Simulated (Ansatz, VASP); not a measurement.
## I in VASP and in Ansatz

```
CELL_PARAMETERS angstrom
3.72767 -2.28529 0.00000
3.72767 2.28529 0.00000
0.00000 0.00000 9.78558
ATOMIC_POSITIONS crystal
I 0.84056 0.15944 0.87947
I 0.34056 0.65944 0.62053
I 0.15944 0.84056 0.12053
I 0.65944 0.34056 0.37947
```

Alike in both runs: functional r2SCAN; dispersion D3(BJ); k mesh 6 × 6 × 4; occupations gaussian, width 0.02 eV; no spin polarisation.

Ansatz relaxed the structure, and its values are those at the end. VASP's run is a single point on that final structure, the one shown.

|  | VASP | Ansatz |
| --- | --- | --- |
| version | VASP 6.6.1 | Ansatz 0.2.0 |
| potentials or method | VASP PAW PBE potentials, release 64 (I), cutoff 520 eV | scalar-relativistic, plane waves, PAW |
| valence electrons in the cell | 28 | 68 |

```tsv
	VASP	Ansatz	Ansatz less VASP
gap on the k mesh at the Fermi level (eV)	1.19	1.20	+0.010
least direct gap on the mesh (eV)	1.32	1.33	+0.011
pressure (GPa)	-0.1	0.0	+0.05
```

VASP's potentials were made for PBE, not for r2SCAN. VASP's potentials hold 28 valence electrons a cell and Ansatz's 68, so a difference there can come from the potentials and not from the codes. Ansatz's warnings: dispersion damping borrowed.

Neither program's run includes spin-orbit coupling.
